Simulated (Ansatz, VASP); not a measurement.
## One calculation of Os, two programs

```
CELL_PARAMETERS angstrom
0.00000 1.96607 1.96607
1.96607 0.00000 1.96607
1.96607 1.96607 0.00000
ATOMIC_POSITIONS crystal
Os 0.00000 0.00000 0.00000
```

Change from the starting cell: volume scaled by 1.06, PAW files.

Alike in both runs: task electric field gradients; functional PBE; k mesh 17 × 17 × 17; occupations fermi-dirac, width 0.05 eV; no spin polarisation.

|  | VASP | Ansatz |
| --- | --- | --- |
| version | VASP 6.6.1 | Ansatz 0.2.0 |
| potentials or method | VASP PAW PBE potentials, release 64 (Os) | PAW with Ansatz's default frozen-core files, scalar-relativistic |
| plane-wave cutoff (eV) | 520 | 420 |
| valence electrons in the cell | 8 | 16 |

```tsv
	VASP	Ansatz	Ansatz less VASP
pressure (GPa)	-20.1	-19.7	+0.41
```

The functional is the same, so the differences come from potentials, cutoffs and numerics. VASP's potentials hold 8 valence electrons a cell and Ansatz's 16, so a difference there can come from the potentials and not from the codes.

Neither program's run includes spin-orbit coupling.
